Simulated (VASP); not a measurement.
Input of a VASP 6.6.1 run:

The input POSCAR:

```
SrO
1.0
    0.0000000000      2.7284941252      2.5798923271
    2.7284941252      0.0000000000      2.5798923271
    2.7284941252      2.7284941252      0.0000000000
Sr O
1 1
Direct
    0.0000000000      0.0000000000      0.0000000000
    0.5000000000      0.5000000000      0.5000000000
```

Contents of INCAR.step1:

```
SYSTEM = SrO
PREC = Accurate ; ENCUT = 520
EDIFF = 1E-5 ; ISMEAR = 0
SIGMA = 0.01 ; LREAL = .FALSE.
LASPH = .TRUE. ; NELM = 80
ALGO = Normal ; ISIF = 2
LWAVE = .TRUE. ; LCHARG = .FALSE.
NBANDS = 15 ; GGA = PE
```

Contents of INCAR.step2:

```
SYSTEM = SrO
PREC = Accurate ; ENCUT = 520
EDIFF = 1E-6 ; ISMEAR = 0
SIGMA = 0.01 ; LREAL = .FALSE.
LASPH = .TRUE. ; NELM = 80
ALGO = Normal ; ISIF = 2
LWAVE = .FALSE. ; LCHARG = .FALSE.
GGA = PE ; LHFCALC = .TRUE.
HFSCREEN = 0.2079 ; PRECFOCK = Normal
NBANDS = 15 ; ISTART = 1
```

The input KPOINTS:

```
regular mesh
0
G
  6 6 6
  0 0 0
```

Potentials or basis: VASP PAW PBE potentials, release 64 (Sr_sv, O).

The run is started by

```bash
$ cat potpaw_PBE.64/Sr_sv/POTCAR potpaw_PBE.64/O/POTCAR > POTCAR
$ cp INCAR.step1 INCAR
$ mpirun -np 1 vasp_std > vasp.out
$ cp INCAR.step2 INCAR
$ mpirun -np 1 vasp_std > vasp.out
```

Estimate the band gap on the k mesh.

4.46 eV.

What does it give for the pressure?

-7.5 GPa.

Stress tensor (GPa, compression positive):
```
-8.76  0.00  0.00
 0.00 -8.76  0.00
 0.00  0.00 -4.91
```

Caveat: the cell differs from its parent crystal (biaxial xy strain +5.8%); the cell stands under tension; the PAW data sets were made with another functional, which shifts forces and pressure a little. A k mesh can miss the band edges.
